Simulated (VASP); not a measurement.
Here is a VASP 6.6.1 calculation.

File INCAR:

```
SYSTEM = SbS
  ALGO = Normal
  EDIFF = 1E-6
  ENCUT = 520
  GGA = PE
  ISIF = 2
  ISMEAR = 0
  LASPH = .True.
  LCHARG = .False.
  LREAL = .False.
  LWAVE = .False.
  NBANDS = 12
  NELM = 100
  PREC = Accurate
  SIGMA = 0.1
```

Contents of KPOINTS:

```
k-points
0
Gamma
  4 4 4
  0 0 0
```

File POSCAR:

```
SbS
1.0
    0.0000000000      3.4025131287      3.4025131287
    3.4025131287      0.0000000000      3.4025131287
    3.4025131287      3.4025131287      0.0000000000
Sb S
1 1
Direct
    0.0000000000      0.0000000000      0.0000000000
    0.5000000000      0.5000000000      0.5000000000
```

Potentials or basis: VASP PAW PBE potentials, release 64 (Sb, S).

The run is started by

```bash
$ cat potpaw_PBE.64/Sb/POTCAR potpaw_PBE.64/S/POTCAR > POTCAR
$ mpirun -np 1 vasp_std > vasp.out
```

Question: Predict the pressure.

Answer: -10.7 GPa.

Caveat: the k points lie up to 0.40 Å⁻¹ apart.
